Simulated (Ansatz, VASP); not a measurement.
**One calculation of Al, two programs**

```xyz
1
Lattice="0.0000 1.5263 1.5263 1.5263 0.0000 1.5263 1.5263 1.5263 0.0000" Properties=species:S:1:pos:R:3 pbc="T T T"
Al    0.0000    0.0000    0.0000
```

Change from the starting cell: volume scaled by 0.45, LAPW.

Alike in both runs: task single point; functional LDA; k mesh 18 × 18 × 18; occupations fermi-dirac, width 0.05 eV; no spin polarisation.

|  | VASP | Ansatz |
| --- | --- | --- |
| version | VASP 6.6.1 | Ansatz 0.2.0 |
| potentials or method | VASP PAW LDA potentials, release 64 (Al), cutoff 520 eV | all-electron LAPW, scalar-relativistic |

```csv
,VASP,Ansatz,Ansatz less VASP
pressure (GPa),358.5,350.9,-7.58
```

LDA's correlation is that of Perdew and Zunger in VASP and of Perdew and Wang (1992) in Ansatz. Both programs put the cell under a high pressure, so it lies far from rest at this level. Ansatz ran all-electron here, and VASP with PAW potentials.

Noted on VASP's run: the cell as given lies far from equilibrium.
